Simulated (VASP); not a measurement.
A run of VASP 6.6.1 is set up as follows.

File INCAR:

```
PREC = Accurate ; ENCUT = 520
EDIFF = 1E-6 ; ISMEAR = 0
SIGMA = 0.05 ; LREAL = False
LASPH = True ; NELM = 120
ALGO = Normal ; ISIF = 2
LWAVE = False ; LCHARG = False
GGA = PE ; NELECT = 120.0
NBANDS = 72 ; GGA_COMPAT = False
```

Contents of KPOINTS:

```
Automatic mesh
0
Gamma
  4 4 4
```

POSCAR

```
K7F8
1.0
    0.0000000000      5.4191884945     -5.4191884945
    5.4191884945      5.4191884945      0.0000000000
    5.4191884945      0.0000000000     -5.4191884945
K F
7 8
Direct
    0.5000000000      0.0000000000      0.0000000000
    1.0000000000      0.5000000000      0.0000000000
    1.0000000000      0.0000000000      0.0000000000
    0.5000000000      0.5000000000      0.5000000000
    0.5000000000      0.0000000000      0.5000000000
    1.0000000000      0.5000000000      0.5000000000
    1.0000000000      0.0000000000      0.5000000000
    0.2374921420      0.7625078580      0.2625078580
    0.2374921420      0.2374921420      0.2625078580
    0.7500000000      0.7500000000      0.2500000000
    0.7625078580      0.2374921420      0.2625078580
    0.2374921420      0.7625078580      0.7374921420
    0.2500000000      0.2500000000      0.7500000000
    0.7625078580      0.7625078580      0.7374921420
    0.7625078580      0.2374921420      0.7374921420
```

Potentials or basis: VASP PAW PBE potentials, release 64 (K_sv, F).

Run with:

```console
$ cat potpaw_PBE.64/K_sv/POTCAR potpaw_PBE.64/F/POTCAR > POTCAR
$ mpirun -np 1 vasp_std > vasp.out
```

Estimate the largest force.

0.013 eV/Å.

Forces on the atoms (eV/Å):
```
K    0.000  0.000  0.000
K    0.000  0.000  0.000
K    0.000  0.000  0.000
K    0.000  0.000  0.000
K    0.000  0.000  0.000
K    0.000  0.000  0.000
K    0.000  0.000  0.000
F   -0.013  0.000  0.000
F    0.000  0.013  0.000
F    0.000  0.000  0.000
F    0.000  0.000  0.013
F    0.000  0.000 -0.013
F    0.000  0.000  0.000
F    0.000 -0.013  0.000
F    0.013  0.000  0.000
```

Caveat: the cell carries a net charge on a neutralising background, which shifts energy and pressure; the cell differs from its parent crystal (atoms taken out, then relaxed in part).
